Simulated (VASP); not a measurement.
Input of a VASP 6.6.1 run:

File INCAR:

```
ALGO = Normal
EDIFF = 1E-6
ENCUT = 520
GGA = PS
ISIF = 2
ISMEAR = 0
LASPH = True
LCHARG = False
LREAL = False
LWAVE = False
NBANDS = 15
NELM = 100
PREC = Accurate
SIGMA = 0.02
```

The input KPOINTS:

```
k-points
0
Gamma
  6 6 4
```

Contents of POSCAR:

```
MgI2
1.0
    4.0687646488      0.0000000000      0.0000000000
   -2.0343823244      3.5236535479      0.0000000000
    0.0000000000      0.0000000000      7.0875542707
Mg I
1 2
Direct
    0.0000000000      0.0000000000      0.0000000000
    0.3333333333      0.6666666667      0.7625121855
    0.6666666667      0.3333333333      0.2374878145
```

Potentials or basis: VASP PAW PBE potentials, release 64 (Mg, I).

Launch:

```console
$ cat potpaw_PBE.64/Mg/POTCAR potpaw_PBE.64/I/POTCAR > POTCAR
$ mpirun -np 1 vasp_std > vasp.out
```

Q: What does it give for the band gap on the k mesh?

A: 3.49 eV, indirect (least direct gap 3.74 eV).

Q: Predict the largest force.

A: 0.037 eV/Å.

Q: What does it give for the pressure?

A: 0.7 GPa.

Stress tensor (GPa, compression positive):
```
0.95 0.00 0.00
0.00 0.95 0.00
0.00 0.00 0.17
```

Caveat: the cell differs from its parent crystal (biaxial strain in the a-b plane: -1.5 %); the PAW data sets were made with another functional, which shifts forces and pressure a little; spin-orbit coupling is left out, which moves the levels of the heavy elements; this functional lacks dispersion, which binds the layers, so the pressure and a relaxed spacing across them are unreliable. A k mesh can miss the band edges.
